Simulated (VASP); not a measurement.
# PtSe2 (P-3m1) in VASP: a series of runs

The runs below take PtSe2 through single point, with PBEsol+D3(BJ).

Program: VASP 6.6.1. These are calculated values, not measurements. Logs are shortened: lines on timing, memory, paths and dates and some standing lists are left out, and cuts for length are marked.

## Step 1: The cell of the first run

The structure is trigonal, space group P-3m1 (No. 164). The conventional cell has a = 3.178 Å, b = 3.178 Å, c = 4.630 Å, α = 90.00°, β = 90.00°, γ = 120.00°. Pt (site symmetry -3m) has 6 Se at 2.23 Å within 2.9 Å. Se (site symmetry 3m) has 3 Pt at 2.23 Å and 3 Se at 2.80 Å within 2.9 Å.

## Step 2: Single point, PBEsol+D3(BJ) (normal strain along x -0.1500, normal strain along y -0.1500)

File INCAR:

```
PREC = Accurate ; ENCUT = 520
EDIFF = 1E-6 ; ISMEAR = 0
SIGMA = 0.15 ; LREAL = False
LASPH = True ; NELM = 60
ALGO = Normal ; ISIF = 2
LWAVE = False ; LCHARG = False
GGA = PS ; IVDW = 12
NBANDS = 18
```

File KPOINTS:

```
regular mesh
0
Gamma
  12 12 8
```

File POSCAR:

```
PtSe2
1.0
    3.1780349139      0.0000000000      0.0000000000
   -1.5890174570      2.7522589696      0.0000000000
    0.0000000000      0.0000000000      4.6296715343
Pt Se
1 2
Direct
    0.0000000000      0.0000000000      0.0000000000
    0.3333333333      0.6666666667      0.2721511594
    0.6666666667      0.3333333333      0.7278488406
```

Potentials or basis: VASP PAW PBE potentials, release 64 (Pt, Se).

Command:

```sh
> cat potpaw_PBE.64/Pt/POTCAR potpaw_PBE.64/Se/POTCAR > POTCAR
> mpirun -np 1 vasp_std > vasp.out
```

OUTCAR:

```text
PREC = Accurate
   ENCUT = 520
   EDIFF = 1E-6
   ISMEAR = 0
   LREAL = False
   LASPH = True
   NELM = 60
   ISIF = 2
   GGA = PS
   IVDW = 12
 IVDW          = 12

 ion  position               nearest neighbor table
   1  0.000  0.000  0.000-   2 2.23   3 2.23   3 2.23   2 2.23   3 2.23   2 2.23
   2  0.333  0.667  0.272-   1 2.23   1 2.23   1 2.23
   3  0.667  0.333  0.728-   1 2.23   1 2.23   1 2.23

  LATTYP: Found a hexagonal cell.
 ALAT       =     3.1780349139
 C/A-ratio  =     1.4567717661

  Lattice vectors:

 A1 = (   3.1780349139,   0.0000000000,   0.0000000000)
 A2 = (  -1.5890174570,   2.7522589696,   0.0000000000)
 A3 = (   0.0000000000,   0.0000000000,   4.6296715343)

Analysis of symmetry for initial positions (statically):
=====================================================================
 Subroutine PRICEL returns:
 Original cell was already a primitive cell.

 Routine SETGRP: Setting up the symmetry group for a
 hexagonal supercell.

 Subroutine GETGRP returns: Found 12 space group operations
 (whereof 12 operations were pure point group operations)
 out of a pool of 24 trial point group operations.

The static configuration has the point symmetry D_3d.

Analysis of symmetry for dynamics (positions and initial velocities):
=====================================================================
 Subroutine PRICEL returns:
 Original cell was already a primitive cell.

 Routine SETGRP: Setting up the symmetry group for a
 hexagonal supercell.

 Subroutine GETGRP returns: Found 12 space group operations
 (whereof 12 operations were pure point group operations)
 out of a pool of 24 trial point group operations.

The dynamic configuration has the point symmetry D_3d.

 Subroutine INISYM returns: Found 12 space group operations
 (whereof 12 operations are pure point group operations),
 and found     1 'primitive' translations

----------------------------------------------------------------------------------------

                                     Primitive cell

  volume of cell :      40.4947

  direct lattice vectors                    reciprocal lattice vectors
     3.178034914  0.000000000  0.000000000     0.314659853  0.181668951  0.000000000
    -1.589017457  2.752258970  0.000000000     0.000000000  0.363337902  0.000000000
     0.000000000  0.000000000  4.629671534     0.000000000  0.000000000  0.215998045

  length of vectors
     3.178034914  3.178034914  4.629671534     0.363337902  0.363337902  0.215998045

  position of ions in fractional coordinates (direct lattice)
     0.000000000  0.000000000  0.000000000
     0.333333333  0.666666667  0.272151159
     0.666666667  0.333333333  0.727848841

  ion indices of the primitive-cell ions
   primitive index   ion index
                 1           1
                 2           2
                 3           3

----------------------------------------------------------------------------------------

 KPOINTS: regular mesh

Automatic generation of k-mesh.
 Grid dimensions read from file:
 generate k-points for:   12   12    8

 Generating k-lattice:

  Cartesian coordinates                     Fractional coordinates (reciprocal lattice)
     0.026221654  0.015139079  0.000000000     0.083333333  0.000000000  0.000000000
     0.000000000  0.030278159  0.000000000     0.000000000  0.083333333  0.000000000
     0.000000000  0.000000000  0.026999756     0.000000000  0.000000000  0.125000000

  Length of vectors
     0.030278159  0.030278159  0.026999756

  Shift w.r.t. Gamma in fractional coordinates (k-lattice)
     0.000000000  0.000000000  0.000000000

 Subroutine IBZKPT returns following result:
 ===========================================

 Found    131 irreducible k-points:

 Following reciprocal coordinates:
            Coordinates               Weight
  0.000000  0.000000  0.000000      1.000000
  0.083333 -0.000000  0.000000      6.000000
  0.166667 -0.000000  0.000000      6.000000
  0.250000 -0.000000  0.000000      6.000000
  0.333333 -0.000000  0.000000      6.000000
  0.416667 -0.000000  0.000000      6.000000
[... 16 lines left out ...]
  0.166667 -0.000000  0.125000      6.000000
  0.000000  0.166667  0.125000      6.000000
 [... further k-points ...]
   k-points           NKPTS =    131   k-points in BZ     NKDIM =    131   number of bands    NBANDS=     18
   number of dos      NEDOS =    301   number of ions     NIONS =      3
   total plane-waves  NPLWV =  20736
   dimension x,y,z NGX =    24 NGY =   24 NGZ =   36
   dimension x,y,z NGXF=    48 NGYF=   48 NGZF=   72
   ions per type =               1   2
   NGX,Y,Z   is equivalent  to a cutoff of  12.55, 12.55, 12.93 a.u.
   NGXF,Y,Z  is equivalent  to a cutoff of  25.11, 25.11, 25.85 a.u.
 SYSTEM =  unknown system
   PREC   = accura    normal or accurate (medium, high low for compatibility)
   ISTART =      0    job   : 0-new  1-cont  2-samecut
   ICHARG =      2    charge: 1-file 2-atom 10-const
   ISPIN  =      1    spin polarized calculation?
   LNONCOLLINEAR =      F non collinear calculations
   LSORBIT =      F    spin-orbit coupling
   LASPH  =      T    aspherical Exc in radial PAW
   ENCUT  =  520.0 eV  38.22 Ry    6.18 a.u.   5.91  5.91  8.61*2*pi/ulx,y,z
   NELM   =     60;   NELMIN=  2; NELMDL= -5     # of ELM steps
   EDIFF  = 0.1E-05   stopping-criterion for ELM
   LREAL  =      F    real-space projection
   EDIFFG = 0.1E-04   stopping-criterion for IOM
   NSW    =      0    number of steps for IOM
   IBRION =     -1    ionic relax: 0-MD 1-quasi-New 2-CG
   NFREE  =      0    steps in history (QN), initial steepest desc. (CG)
   ISIF   =      2    stress and relaxation
   ISYM   =      2    0-nonsym 1-usesym 2-fastsym
   POTIM  = 0.5000    time-step for ionic-motion
   TEBEG  =    0.0;   TEEND  =   0.0 temperature during run
   PSTRESS=    0.0 pullay stress
   NELECT =      22.0000    total number of electrons
   NUPDOWN=      -1.0000    fix difference up-down
   EMIN   =  10.00;   EMAX   =-10.00  energy-range for DOS
   EFERMI =   0.00;   METHOD = LEGACY
   ISMEAR =     0;   SIGMA  =   0.15  broadening in eV -4-tet -1-fermi 0-gaus
   EFERMI_NEDOS =   21; number of points for ismear=-14 and -15
   IALGO  =     38    algorithm
   IMIX   =      4    mixing-type and parameters
     AMIX     =   0.40;   BMIX     =  1.00
     AMIX_MAG =   1.60;   BMIX_MAG =  1.00
  volume/ion in A,a.u.               =      13.50        91.09
  Fermi-wavevector in a.u.,A,eV,Ry     =   1.335825  2.524344 24.278635  1.784429
  Thomas-Fermi vector in A             =   2.464499
   LORBIT       =      0    0 simple, 1 ext, 2 COOP (PROOUT), +10 PAW based schemes
   GGA     = PS    functional components
   LHFCALC =     F    Hartree Fock is set to
   AEXX    =    0.0000 exact exchange contribution
   IVDW    =    12    specifies the selected vdW correction
   LEPSILON=     F    determine dielectric tensor
   LRPA    =     F    only Hartree local field effects (RPA)
 non-spin polarized calculation
 Gauss-broadening in eV      SIGMA  =   0.15
  energy-cutoff  :      520.00
  volume of cell :       40.49
 maximum number of plane-waves:      1104
   NGX = 11   NGY = 11   NGZ = 17

 number of electron      22.0000002 magnetization

 Free energy of the ion-electron system (eV)
  ---------------------------------------------------
  ext. energy  EPLUGINS =         0.00000000
  ---------------------------------------------------
  free energy    TOTEN  =       -10.47577376 eV

  energy without entropy =      -10.46601512  energy(sigma->0) =      -10.47089444

 E-fermi :  13.3110     XC(G=0): -12.9304

 val. band max:       13.2518082109   @ k =  -0.2500  -0.4167   0.1250
 cond. band min:      13.3240069621   @ k =   0.0833  -0.0000   0.0000
 fundamental gap:      0.0721987512
 Fermi energy:        13.3109639913

 k-point     1 :       0.0000    0.0000    0.0000
  band No.  band energies     occupation
      1      -6.9669      2.00000
      2      -1.7833      2.00000
      3       1.2584      2.00000
      4       3.5359      2.00000
      5       3.5359      2.00000
      6       6.5227      2.00000
[... 10 lines left out ...]
     17      20.9421      0.00000
     18      25.3632      0.00000

 k-point     2 :       0.0833   -0.0000    0.0000
  band No.  band energies     occupation
      1      -6.8246      2.00000
      2      -1.8691      2.00000
      3       1.4103      2.00000
      4       3.5831      2.00000
      5       3.6233      2.00000
      6       6.3896      2.00000
[... 10 lines left out ...]
     17      21.5536      0.00000
     18      25.0113      0.00000

 k-point     3 :       0.1667   -0.0000    0.0000
  band No.  band energies     occupation
      1      -6.4083      2.00000
      2      -2.0947      2.00000
      3       1.8483      2.00000
      4       3.6943      2.00000
      5       3.8523      2.00000
      6       5.9926      2.00000
[... 10 lines left out ...]
     17      22.5091      0.00000
     18      22.7444      0.00000

 k-point     4 :       0.2500   -0.0000    0.0000
  band No.  band energies     occupation
      1      -5.7530      2.00000
      2      -2.3879      2.00000
      3       2.5063      2.00000
      4       3.7025      2.00000
      5       4.1093      2.00000
      6       5.4136      2.00000
[... 375 lines left out ...]
      4       3.6114      2.00000
      5       3.6471      2.00000
      6       6.3510      2.00000
[... 10 lines left out ...]
     17      21.9405      0.00000
     18      23.4823      0.00000

 k-point    23 :       0.1667   -0.0000    0.1250
  band No.  band energies     occupation
      1      -6.3033      2.00000
      2      -2.4617      2.00000
      3       2.1827      2.00000
      4       3.7110      2.00000
      5       3.9033      2.00000
      6       6.0290      2.00000
[... 10 lines left out ...]
     17      21.6859      0.00000
     18      23.5120      0.00000

 k-point    24 :       0.0000    0.1667    0.1250
  band No.  band energies     occupation
      1      -6.3184      2.00000
      2      -2.3719      2.00000
      3       1.9774      2.00000
      4       3.8098      2.00000
      5       3.8948      2.00000
      6       5.8498      2.00000
[... 10 lines left out ...]
     17      22.7415      0.00000
     18      23.8852      0.00000

 [... further k-points ...]

------------------------ aborting loop because EDIFF is reached ----------------------------------------

 Edisp (eV)   -1.94717

 E8    (eV) :    -1.2697

  FORCE on cell =-STRESS in cart. coord.  units (eV):
  Direction    XX          YY          ZZ          XY          YZ          ZX
  --------------------------------------------------------------------------------------
  -------------------------------------------------------------------------------------
  Total      33.71345    33.71345    23.49393    -0.00000    -0.00000    -0.00000
  in kB    1333.87649  1333.87649   929.54010    -0.00000    -0.00000    -0.00000
  external pressure =     1199.10 kB  Pullay stress =        0.00 kB

 VOLUME and BASIS-vectors are now :
 -----------------------------------------------------------------------------
  energy-cutoff  :      520.00
  volume of cell :       40.49
      direct lattice vectors                 reciprocal lattice vectors
     3.178034914  0.000000000  0.000000000     0.314659853  0.181668951  0.000000000
    -1.589017457  2.752258970  0.000000000     0.000000000  0.363337902  0.000000000
     0.000000000  0.000000000  4.629671534     0.000000000  0.000000000  0.215998045

 POSITION                                       TOTAL-FORCE (eV/Angst)
 -----------------------------------------------------------------------------------
      0.00000      0.00000      0.00000         0.000000      0.000000      0.000000
     -0.00000      1.83484      1.25997        -0.000000      0.000000      7.253905
      1.58902      0.91742      3.36970        -0.000000      0.000000     -7.253905
 -----------------------------------------------------------------------------------
    total drift:                               -0.000000      0.000000      0.000000

  FREE ENERGIE OF THE ION-ELECTRON SYSTEM (eV)
  ---------------------------------------------------
  free  energy   TOTEN  =       -12.4229407711 eV

  energy  without entropy=      -12.4131821320  energy(sigma->0) =      -12.41806145
```

Run time: 70 s. Hardware: 1 thread of AMD EPYC 9R45 (Zen 5), shared host; peak memory 0.21 GiB.

Results:

```
Free energy                : -12.4229 eV
Pressure                   : 119.9 GPa
Largest force              : 7.254 eV/Å
Band gap on the k mesh     : zero (band 11 reaches 13.84 eV, above the bottom of band 12 at 13.09 eV)
Dispersion energy per atom : -0.649 eV
```

Forces on the atoms (eV/Å):
```
Pt   0.000  0.000  0.000
Se   0.000  0.000  7.254
Se   0.000  0.000 -7.254
```

Caveat: the cell differs from its parent crystal (normal strain along x -0.1500, normal strain along y -0.1500); the PAW data sets were made with another functional, which shifts forces and pressure a little; spin-orbit coupling is left out, which moves the levels of the heavy elements; pairwise dispersion overbinds metals, which lowers pressure and volume.

## Step 3: Single point, PBEsol+D3(BJ) (normal strain along x +0.0750, normal strain along y +0.0750)

File INCAR:

```
PREC     = Accurate       # precision mode
ENCUT    = 520            # plane-wave cutoff, eV
EDIFF    = 1E-6           # SCF threshold, eV
ISMEAR   = 0              # smearing method
SIGMA    = 0.15           # smearing width, eV
LREAL    = False          # projectors in reciprocal space
LASPH    = True           # aspherical terms in the spheres
NELM     = 60             # most SCF steps
ALGO     = Normal         # electronic algorithm
ISIF     = 2              # what is computed and relaxed
LWAVE    = False          # write WAVECAR
LCHARG   = False          # write CHGCAR
GGA      = PS             # functional
IVDW     = 12             # dispersion correction
NBANDS   = 18             # bands
```

File KPOINTS:

```
Automatic mesh
0
Gamma
  12 12 8
```

File POSCAR:

```
PtSe2
1.0
    4.0192794499      0.0000000000      0.0000000000
   -2.0096397250      3.4807981086      0.0000000000
    0.0000000000      0.0000000000      4.6296715343
Pt Se
1 2
Direct
    0.0000000000      0.0000000000      0.0000000000
    0.3333333333      0.6666666667      0.2721511594
    0.6666666667      0.3333333333      0.7278488406
```

Potentials or basis: VASP PAW PBE potentials, release 64 (Pt, Se).

Command:

```sh
> cat potpaw_PBE.64/Pt/POTCAR potpaw_PBE.64/Se/POTCAR > POTCAR
> mpirun -np 1 vasp_std > vasp.out
```

It took 83 s on 1 thread of AMD EPYC 9R45 (Zen 5), shared host; peak memory 0.25 GiB.

It converged, with:

* Free energy: -16.6627 eV
* Pressure: -16.0 GPa
* Largest force: 1.017 eV/Å
* Band gap on the k mesh: zero (band 11 reaches 5.97 eV, above the bottom of band 12 at 5.16 eV)
* Dispersion energy per atom: -0.401 eV

Forces in eV/Å, atoms in the order of the input:
```
Pt   0.000  0.000  0.000
Se   0.000  0.000 -1.017
Se   0.000  0.000  1.017
```

Stress tensor (GPa, compression positive):
```
-19.15   0.00   0.00
  0.00 -19.15   0.00
  0.00   0.00  -9.80
```

Levels at points of the mesh, in eV from the Fermi level:
```csv
k point,band 7,band 8,band 9,band 10,band 11,band 12,band 13,band 14,band 15,band 16
"(0.00, 0.00, 0.00)",-2.93,-1.80,-0.84,-0.84,0.77,0.77,0.90,3.18,3.52,7.19
"(0.50, 0.00, 0.00)",-3.12,-2.67,-2.65,-2.59,-2.47,0.44,2.43,4.76,6.50,7.18
"(0.00, 0.00, 0.50)",-3.02,-2.30,-1.71,-1.71,-1.60,2.14,2.14,5.11,5.66,6.20
"(0.50, 0.00, 0.50)",-2.71,-2.55,-2.39,-2.15,-0.65,0.48,1.09,4.92,5.37,9.03
```

Caveat: the cell differs from its parent crystal (normal strain along x +0.0750, normal strain along y +0.0750); the PAW data sets were made with another functional, which shifts forces and pressure a little; spin-orbit coupling is left out, which moves the levels of the heavy elements; pairwise dispersion overbinds metals, which lowers pressure and volume.

## Step 4: Single point, PBEsol+D3(BJ) (normal strain along x +0.1500, normal strain along y +0.1500)

File INCAR:

```
PREC = Accurate
ENCUT = 520
EDIFF = 1E-7
ISMEAR = 0
SIGMA = 0.15
LREAL = False
LASPH = True
NELM = 60
ALGO = Normal
ISIF = 2
LWAVE = False
LCHARG = False
GGA = PS
IVDW = 12
NBANDS = 18
```

KPOINTS is that of step 3.

File POSCAR:

```
PtSe2
1.0
    4.2996942953      0.0000000000      0.0000000000
   -2.1498471476      3.7236444882      0.0000000000
    0.0000000000      0.0000000000      4.6296715343
Pt Se
1 2
Direct
    0.0000000000      0.0000000000      0.0000000000
    0.3333333333      0.6666666667      0.2721511594
    0.6666666667      0.3333333333      0.7278488406
```

Command:

```sh
> cat potpaw_PBE.64/Pt/POTCAR potpaw_PBE.64/Se/POTCAR > POTCAR
> mpirun -np 1 vasp_std > vasp.out
```

It took 2.4 min on 1 thread of AMD EPYC 9R45 (Zen 5), shared host; peak memory 0.27 GiB.

Results (log left out):

```yaml
Free_energy: -15.3099 eV
Pressure: -21.5 GPa
Largest_force: 1.357 eV/Å
Band_gap_on_the_k_mesh: zero (band 11 reaches 4.14 eV, above the bottom of band 12 at 3.46 eV)
Dispersion_energy_per_atom: -0.349 eV
```

Forces in eV/Å, atoms in the order of the input:
```
Pt   0.000  0.000  0.000
Se   0.000  0.000 -1.357
Se   0.000  0.000  1.357
```

Stress tensor (GPa, compression positive):
```
-25.81   0.00   0.00
  0.00 -25.81   0.00
  0.00   0.00 -12.74
```

Levels at points of the mesh, in eV from the Fermi level:
```tsv
k point	band 7	band 8	band 9	band 10	band 11	band 12	band 13	band 14	band 15	band 16
(0.00, 0.00, 0.00)	-2.18	-1.33	-0.68	-0.68	0.62	0.62	0.79	2.30	4.02	7.13
(0.50, 0.00, 0.00)	-2.32	-2.06	-2.06	-1.96	-1.83	0.38	2.07	4.21	6.58	7.25
(0.00, 0.00, 0.50)	-2.28	-1.84	-1.49	-1.49	-1.30	1.76	1.76	4.49	5.07	6.06
(0.50, 0.00, 0.50)	-2.12	-1.89	-1.74	-1.73	-0.38	0.46	0.74	4.33	5.51	9.53
```

Caveat: the cell differs from its parent crystal (normal strain along x +0.1500, normal strain along y +0.1500); the PAW data sets were made with another functional, which shifts forces and pressure a little; spin-orbit coupling is left out, which moves the levels of the heavy elements; pairwise dispersion overbinds metals, which lowers pressure and volume.

(Continued in part 2 of 2.)
